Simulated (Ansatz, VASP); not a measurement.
# One calculation of ZnO, two programs

```
Zn O
1.0
     2.84805    0.00000    0.00000
     0.00000    2.84805    0.00000
     0.00000    0.00000    4.18627
Zn O
1 1
Direct
  0.00000 0.00000 0.50000
  0.50000 0.50000 0.50000
```

Alike in both runs: task relaxation of cell and atoms; functional PBE; k mesh 20 × 20 × 14; occupations gaussian, width 0.1 eV; no spin polarisation.

|  | VASP | Ansatz |
| --- | --- | --- |
| version | VASP 6.6.1 | Ansatz 0.2.0 |
| potentials or method | VASP PAW PBE potentials, release 64 (Zn, O), cutoff 600 eV | scalar-relativistic, plane waves, PAW |
| valence electrons in the cell | 18 | 18 |

|  | VASP | Ansatz | Ansatz less VASP |
| --- | --- | --- | --- |
| relaxed volume (Å³/atom) | 18.24 | 19.28 | +1.040 |
| relaxed cell length with the largest relative difference (Å) | 4.473 | 4.751 | +0.2788 |

One of these differences is far larger than is usual between the two programs; its cause wasn't traced.
